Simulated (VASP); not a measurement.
# BaTiO3 in VASP: further runs, part 2 of 2

VASP 6.6.1. Earlier steps stand in the parts before.

## (3) Single point, r2SCAN

This run uses another cell than the first one, of 12.74 Å³/atom.

Input file POSCAR:

```
BaTiO3
1.0
    2.8242078933      1.6305571874      2.3059579009
   -2.8242078933      1.6305571874      2.3059579009
    0.0000000000     -3.2611143749      2.3059579009
Ba Ti O
1 1 3
Direct
    0.0001460400      0.0001460400      0.0001460400
    0.5001460400      0.5001460400      0.5001460400
    0.5001460400      1.0001460400      0.5001460400
    0.5001460400      0.5001460400      1.0001460400
    1.0001460400      0.5001460400      0.5001460400
```

Input file INCAR.step1:

```
SYSTEM = BaTiO3
PREC = Accurate
ENCUT = 660
ISMEAR = 0
SIGMA = 0.02
LREAL = .FALSE.
LASPH = .TRUE.
NELM = 120
NBANDS = 28
GGA = PE
ALGO = Normal
EDIFF = 1E-5
LWAVE = .TRUE.
LCHARG = .FALSE.
GGA_COMPAT = .FALSE.
```

Input file INCAR.step2:

```
SYSTEM = BaTiO3
PREC = Accurate
ENCUT = 660
EDIFF = 1E-6
ISMEAR = 0
SIGMA = 0.02
LREAL = .FALSE.
LASPH = .TRUE.
NELM = 120
ALGO = Normal
ISIF = 2
LWAVE = .FALSE.
LCHARG = .FALSE.
METAGGA = R2SCAN
LMIXTAU = .TRUE.
NBANDS = 28
ISTART = 1
GGA_COMPAT = .FALSE.
```

Input file KPOINTS:

```
regular mesh
0
G
  9 9 9
  0 0 0
```

Potentials or basis: VASP PAW PBE potentials, release 64 (Ba_sv, Ti_sv, O).

On the command line:

```
$ cat potpaw_PBE.64/Ba_sv/POTCAR potpaw_PBE.64/Ti_sv/POTCAR potpaw_PBE.64/O/POTCAR > POTCAR
$ cp INCAR.step1 INCAR
$ mpirun -np 1 vasp_std > vasp.out
$ cp INCAR.step2 INCAR
$ mpirun -np 1 vasp_std > vasp.out
```

OUTCAR:

```text
SYSTEM = BaTiO3
   PREC = Accurate
   ENCUT = 660
   EDIFF = 1E-6
   ISMEAR = 0
   LREAL = .FALSE.
   LASPH = .TRUE.
   NELM = 120
   ISIF = 2
   METAGGA = R2SCAN
   ISTART = 1

 ion  position               nearest neighbor table
   1  0.000  0.000  0.000-   3 2.82   5 2.82   5 2.82   3 2.82   4 2.82   4 2.82   4 2.82   4 2.82
                             3 2.82   5 2.82   3 2.82   5 2.82   2 3.46   2 3.46   2 3.46   2 3.46
   2  0.500  0.500  0.500-   3 2.00   5 2.00   3 2.00   5 2.00   4 2.00   4 2.00   1 3.46   1 3.46
                             1 3.46   1 3.46   1 3.46   1 3.46   1 3.46   1 3.46
   3  0.500  0.000  0.500-   2 2.00   2 2.00   1 2.82   1 2.82   1 2.82   1 2.82
   4  0.500  0.500  0.000-   2 2.00   2 2.00   1 2.82   1 2.82   1 2.82   1 2.82
   5  0.000  0.500  0.500-   2 2.00   2 2.00   1 2.82   1 2.82   1 2.82   1 2.82

  LATTYP: Found a simple cubic cell.
 ALAT       =     3.9940341519

  Lattice vectors:

 A1 = (   2.8242078933,   1.6305571874,   2.3059579009)
 A2 = (  -2.8242078933,   1.6305571874,   2.3059579009)
 A3 = (   0.0000000000,  -3.2611143749,   2.3059579009)

Analysis of symmetry for initial positions (statically):
=====================================================================
 Subroutine PRICEL returns:
 Original cell was already a primitive cell.

 Routine SETGRP: Setting up the symmetry group for a
 simple cubic supercell.

 Subroutine GETGRP returns: Found 48 space group operations
 (whereof  6 operations were pure point group operations)
 out of a pool of 48 trial point group operations.

The static configuration has the point symmetry C_3v.
 The point group associated with its full space group is O_h .

Analysis of symmetry for dynamics (positions and initial velocities):
=====================================================================
 Subroutine PRICEL returns:
 Original cell was already a primitive cell.

 Routine SETGRP: Setting up the symmetry group for a
 simple cubic supercell.

 Subroutine GETGRP returns: Found 48 space group operations
 (whereof  6 operations were pure point group operations)
 out of a pool of 48 trial point group operations.

The dynamic configuration has the point symmetry C_3v.
 The point group associated with its full space group is O_h .

 Subroutine INISYM returns: Found 48 space group operations
 (whereof  6 operations are pure point group operations),
 and found     1 'primitive' translations

----------------------------------------------------------------------------------------

                                     Primitive cell

  volume of cell :      63.7141

  direct lattice vectors                    reciprocal lattice vectors
     2.824207893  1.630557187  2.305957901     0.177040791  0.102214548  0.144553087
    -2.824207893  1.630557187  2.305957901    -0.177040791  0.102214548  0.144553087
     0.000000000 -3.261114375  2.305957901     0.000000000 -0.204429097  0.144553087

  length of vectors
     3.994034152  3.994034152  3.994034152     0.250373422  0.250373422  0.250373422

  position of ions in fractional coordinates (direct lattice)
     0.000146040  0.000146040  0.000146040
     0.500146040  0.500146040  0.500146040
     0.500146040  0.000146040  0.500146040
     0.500146040  0.500146040  0.000146040
     0.000146040  0.500146040  0.500146040

  ion indices of the primitive-cell ions
   primitive index   ion index
                 1           1
                 2           2
[... 27 lines left out ...]

 Found     35 irreducible k-points:

 Following reciprocal coordinates:
            Coordinates               Weight
  0.000000  0.000000  0.000000      1.000000
  0.111111  0.000000  0.000000      6.000000
  0.222222  0.000000  0.000000      6.000000
  0.333333  0.000000  0.000000      6.000000
  0.444444  0.000000  0.000000      6.000000
  0.111111  0.111111  0.000000     12.000000
[... 16 lines left out ...]
  0.333333  0.333333  0.111111     24.000000
  0.444444  0.333333  0.111111     48.000000
 [... further k-points ...]
   k-points           NKPTS =     35   k-points in BZ     NKDIM =     35   number of bands    NBANDS=     28
   number of dos      NEDOS =    301   number of ions     NIONS =      5
   total plane-waves  NPLWV =  46656
   dimension x,y,z NGX =    36 NGY =   36 NGZ =   36
   dimension x,y,z NGXF=    72 NGYF=   72 NGZF=   72
   ions per type =               1   1   3
   NGX,Y,Z   is equivalent  to a cutoff of  14.98, 14.98, 14.98 a.u.
   NGXF,Y,Z  is equivalent  to a cutoff of  29.97, 29.97, 29.97 a.u.
 SYSTEM =  BaTiO3
   PREC   = accura    normal or accurate (medium, high low for compatibility)
   ISTART =      1    job   : 0-new  1-cont  2-samecut
   ICHARG =      0    charge: 1-file 2-atom 10-const
   ISPIN  =      1    spin polarized calculation?
   LNONCOLLINEAR =      F non collinear calculations
   LSORBIT =      F    spin-orbit coupling
   LASPH  =      T    aspherical Exc in radial PAW
   ENCUT  =  660.0 eV  48.51 Ry    6.96 a.u.   8.37  8.37  8.37*2*pi/ulx,y,z
   NELM   =    120;   NELMIN=  2; NELMDL=  0     # of ELM steps
   EDIFF  = 0.1E-05   stopping-criterion for ELM
   LREAL  =      F    real-space projection
   EDIFFG = 0.1E-04   stopping-criterion for IOM
   NSW    =      0    number of steps for IOM
   IBRION =     -1    ionic relax: 0-MD 1-quasi-New 2-CG
   NFREE  =      0    steps in history (QN), initial steepest desc. (CG)
   ISIF   =      2    stress and relaxation
   ISYM   =      2    0-nonsym 1-usesym 2-fastsym
   POTIM  = 0.5000    time-step for ionic-motion
   TEBEG  =    0.0;   TEEND  =   0.0 temperature during run
   PSTRESS=    0.0 pullay stress
   NELECT =      40.0000    total number of electrons
   NUPDOWN=      -1.0000    fix difference up-down
   EMIN   =  10.00;   EMAX   =-10.00  energy-range for DOS
   EFERMI =   0.00;   METHOD = LEGACY
   ISMEAR =     0;   SIGMA  =   0.02  broadening in eV -4-tet -1-fermi 0-gaus
   EFERMI_NEDOS =   21; number of points for ismear=-14 and -15
   IALGO  =     38    algorithm
   IMIX   =      4    mixing-type and parameters
     AMIX     =   0.40;   BMIX     =  1.00
     AMIX_MAG =   1.60;   BMIX_MAG =  1.00
  volume/ion in A,a.u.               =      12.74        85.99
  Fermi-wavevector in a.u.,A,eV,Ry     =   1.401790  2.649000 26.735667  1.965016
  Thomas-Fermi vector in A             =   2.524617
   LORBIT       =      0    0 simple, 1 ext, 2 COOP (PROOUT), +10 PAW based schemes
   METAGGA = R2SCAN    functional components
   LHFCALC =     F    Hartree Fock is set to
   AEXX    =    0.0000 exact exchange contribution
   IVDW    =     0    specifies the selected vdW correction
   LEPSILON=     F    determine dielectric tensor
   LRPA    =     F    only Hartree local field effects (RPA)
 non-spin polarized calculation
 Gauss-broadening in eV      SIGMA  =   0.02
  energy-cutoff  :      660.00
  volume of cell :       63.71
 maximum number of plane-waves:      2477
 NGX is ok and might be reduce to    36
   NGX = 17   NGY = 17   NGZ = 17

 number of electron      39.9999999 magnetization

 Free energy of the ion-electron system (eV)
  ---------------------------------------------------
  ext. energy  EPLUGINS =         0.00000000
  ---------------------------------------------------
  free energy    TOTEN  =       -74.24482916 eV

  energy without entropy =      -74.24482916  energy(sigma->0) =      -74.24482916

 E-fermi :   3.6983     XC(G=0): -11.9541

 val. band max:        3.5396048342   @ k =   0.4444   0.4444   0.4444
 cond. band min:       5.7288353085   @ k =   0.0000   0.0000   0.0000
 fundamental gap:      2.1892304743
 Fermi energy:         3.6982740359

 k-point     1 :       0.0000    0.0000    0.0000
  band No.  band energies     occupation
      1     -55.2737      2.00000
      2     -30.4355      2.00000
      3     -30.4355      2.00000
      4     -30.4355      2.00000
      5     -21.8762      2.00000
      6     -14.2960      2.00000
[... 733 lines left out ...]
     27      12.5161      0.00000
     28      13.1914      0.00000

 [... further k-points ...]
[... 5 lines left out ...]
  --------------------------------------------------------------------------------------
  -------------------------------------------------------------------------------------
  Total        0.7175765      0.7175765      0.7175776     -0.0000000     -0.0000000      0.0000000
  in kB       18.0444425     18.0444425     18.0444709     -0.0000000     -0.0000000      0.0000000
  external PRESSURE =      18.0444520 kB  Pullay stress =       0.0000000 kB

 VOLUME and BASIS-vectors are now :
 -----------------------------------------------------------------------------
  energy-cutoff  :      660.00
  volume of cell :       63.71
      direct lattice vectors                 reciprocal lattice vectors
     2.824207893  1.630557187  2.305957901     0.177040791  0.102214548  0.144553087
    -2.824207893  1.630557187  2.305957901    -0.177040791  0.102214548  0.144553087
     0.000000000 -3.261114375  2.305957901     0.000000000 -0.204429097  0.144553087

 POSITION                                       TOTAL-FORCE (eV/Angst)
 -----------------------------------------------------------------------------------
      0.00000     -0.00000      0.00101         0.000000      0.000000     -0.000000
      0.00000     -0.00000      3.45995         0.000000     -0.000000     -0.000000
      1.41210     -0.81528      2.30697        -0.000000     -0.000000      0.000000
      0.00000      1.63056      2.30697         0.000000     -0.000000      0.000000
     -1.41210     -0.81528      2.30697        -0.000000      0.000000     -0.000000
 -----------------------------------------------------------------------------------
    total drift:                                0.000000      0.000000      0.000006

  FREE ENERGIE OF THE ION-ELECTRON SYSTEM (eV)
  ---------------------------------------------------
  free  energy   TOTEN  =       -74.2448291625 eV

  energy  without entropy=      -74.2448291625  energy(sigma->0) =      -74.24482916
```

It took 5.5 min on 1 thread of AMD EPYC 7R43 (Zen 3), shared host; peak memory 0.24 GiB.

Results:

* Free energy: -74.2448 eV
* Pressure: 1.8 GPa
* Band gap on the k mesh: 2.19 eV (least direct gap 2.30 eV)

Caveat: the PAW data sets were made with another functional, which shifts forces and pressure a little; spin-orbit coupling is left out, which moves the levels of the heavy elements; an odd mesh through Γ misses points on the zone boundary, where band edges can lie.
